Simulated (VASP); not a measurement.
Al2O3, 10 atoms in the cell. The structure is trigonal, space group R-3c (No. 167). Conventional cell: a = 4.672 Å, b = 4.672 Å, c = 13.585 Å, α = 90.00°, β = 90.00°, γ = 120.00°. Al (site symmetry 3) has 6 O at 1.89 to 1.93 Å and 1 Al at 2.46 Å within 2.5 Å. Within 2.5 Å of O (site symmetry 2) lie 4 Al at 1.89 to 1.93 Å and 2 O at 2.47 Å.  This cell differs from its parent crystal: atoms shifted along a free coordinate, c/a of the conventional cell at fixed volume 2.9080.

| Property | Result |
| --- | --- |
| Program | VASP 6.6.1 |
| Task | single point |
| Functional | PBEsol |
| Potentials or basis | VASP PAW PBE potentials, release 64 (Al, O) |
| Cutoff | 520 eV |
| k mesh | 6 × 6 × 6 |
| Occupations | gaussian, width 0.05 eV |
| Spin | no spin polarisation |
| Dipole correction | no |
| Further INCAR settings | ALGO = Normal; EDIFF = 1e-06; NBANDS = 35 |

Potentials or basis: VASP PAW PBE potentials, release 64 (Al, O).

Command:

```sh
$ cat potpaw_PBE.64/Al/POTCAR potpaw_PBE.64/O/POTCAR > POTCAR
$ mpirun -np 1 vasp_std > vasp.out
```

Hardware: 1 thread of Intel Xeon 8259CL, on a shared host.

Problem. How long does it take, and how much memory?

Solution. Run time: 3.1 min on 1 thread of Intel Xeon 8259CL (shared host), peak memory 0.26 GiB. Counts: scf iterations 14, k points 32.
